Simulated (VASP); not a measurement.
Here is a VASP 6.6.1 calculation.

INCAR

```
  PREC = Accurate
  ENCUT = 520
  EDIFF = 1E-6
  ISMEAR = 0
  SIGMA = 0.1
  LREAL = Auto
  LASPH = True
  NELM = 60
  ALGO = Fast
  ISIF = 2
  LWAVE = False
  LCHARG = False
  LDIPOL = True
  IDIPOL = 3
  DIPOL = 0.5 0.5 0.303
  GGA = PE
  IVDW = 12
  NBANDS = 56
```

Contents of KPOINTS:

```
regular mesh
0
Gamma
  6 4 1
```

Contents of POSCAR:

```
HC20
1.0
    4.9292027291      0.0000000000      0.0000000000
    0.0000000000      6.8054113579      0.0000000000
    0.0000000000      0.0000000000     22.2346643469
C H
20 1
Direct
    0.3122885183      0.2500141188      0.1798992752
    0.8122885183      0.2500141188      0.1798992752
    0.0622635010      0.2500141188      0.2119095571
    0.5622635010      0.2500141188      0.2119095571
    0.1871989222      0.7499858812      0.2279080302
    0.6871989222      0.7499858812      0.2279080302
    0.4371739048      0.7499858812      0.2599183120
    0.9371739048      0.7499858812      0.2599183120
    0.0621093260      0.2500141188      0.2759167852
    0.5621093260      0.2500141188      0.2759167852
    0.3120409925      0.2500133946      0.3071026518
    0.8120409925      0.2500133946      0.3071026518
    0.4371093881      0.7499905632      0.3309339292
    0.9371093881      0.7499905632      0.3309339292
    0.1866551682      0.7499900467      0.3565506911
    0.6866551682      0.7499900467      0.3565506911
    0.3119519864      0.2500147752      0.3740490919
    0.8119519864      0.2500147752      0.3740490919
    0.0621664184      0.2500173699      0.4018349100
    0.5621664184      0.2500173699      0.4018349100
    0.3121664184      0.5833507033      0.5142719570
```

Potentials or basis: VASP PAW PBE potentials, release 64 (C, H).

Command:

```sh
$ cat potpaw_PBE.64/C/POTCAR potpaw_PBE.64/H/POTCAR > POTCAR
$ mpirun -np 1 vasp_std > vasp.out
```

Q: Predict the band gap on the k mesh.

A: Zero (an odd number of electrons rules out a gap without spin polarisation).

Q: Estimate the dispersion energy per atom.

A: -0.103 eV.

Q: Estimate the largest force.

A: 3.415 eV/Å.

Forces in eV/Å, atoms in the order of the input:
```
C   -0.045  0.009  1.954
C   -0.051 -0.002  1.908
C    0.054 -0.002 -3.415
C    0.032 -0.007 -3.415
C    0.058  0.008  3.210
C    0.069 -0.004  3.171
C   -0.030  0.003 -3.153
C   -0.094  0.000 -3.186
C    0.028 -0.003  1.395
C   -0.027  0.000  1.399
C   -0.001 -0.080  0.174
C    0.003 -0.015  0.106
C    0.029 -0.002  0.003
C   -0.023 -0.007  0.036
C    0.013 -0.027  0.102
C   -0.004  0.008 -0.048
C    0.006  0.001 -0.225
C   -0.003  0.038 -0.050
C    0.112  0.166  0.188
C   -0.111  0.168  0.192
H   -0.014 -0.253 -0.344
```

Caveat: an odd number of electrons without spin polarisation forces a metal; a magnetic or distorted state may lie lower.
